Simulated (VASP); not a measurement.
Input of a VASP 6.6.1 run:

File INCAR:

```
SYSTEM = Ti4B
PREC = Accurate ; ENCUT = 520
EDIFF = 1E-6 ; ISMEAR = 0
SIGMA = 0.1 ; LREAL = .FALSE.
LASPH = .TRUE. ; NELM = 100
ALGO = Normal ; ISIF = 2
LWAVE = .FALSE. ; LCHARG = .FALSE.
LDIPOL = .TRUE. ; IDIPOL = 3
DIPOL = 0.5 0.5 0.506 ; GGA = PS
IBRION = 2 ; NSW = 90
EDIFFG = -0.03
```

Contents of KPOINTS:

```
Automatic mesh
0
G
  12 12 1
  0 0 0
```

The input POSCAR:

```
Ti4B
1.0
    2.8679135959      0.0000000000      0.0000000000
   -1.4339567980      2.4836860299      0.0000000000
    0.0000000000      0.0000000000     26.0249249364
Ti B
4 1
Selective dynamics
Direct
    0.6666666667      0.3333333333      0.3266099719  F F F
    0.3333333333      0.6666666667      0.4165868556  F F F
    0.0000000000      0.0000000000      0.5080269179  T T T
    0.6666666667      0.3333333333      0.5921085105  T T T
    0.6666666667      0.3333333333      0.6858647848  T T T
```

Potentials or basis: VASP PAW PBE potentials, release 64 (Ti_sv, B).

The run is started by

```bash
$ cat potpaw_PBE.64/Ti_sv/POTCAR potpaw_PBE.64/B/POTCAR > POTCAR
$ mpirun -np 1 vasp_std > vasp.out
```

(1) Predict the energy gained by relaxing.

(2) Predict the band gap on the k mesh.

Answers

(1) 26.0 meV/atom.

(2) zero (an odd number of electrons rules out a gap without spin polarisation).
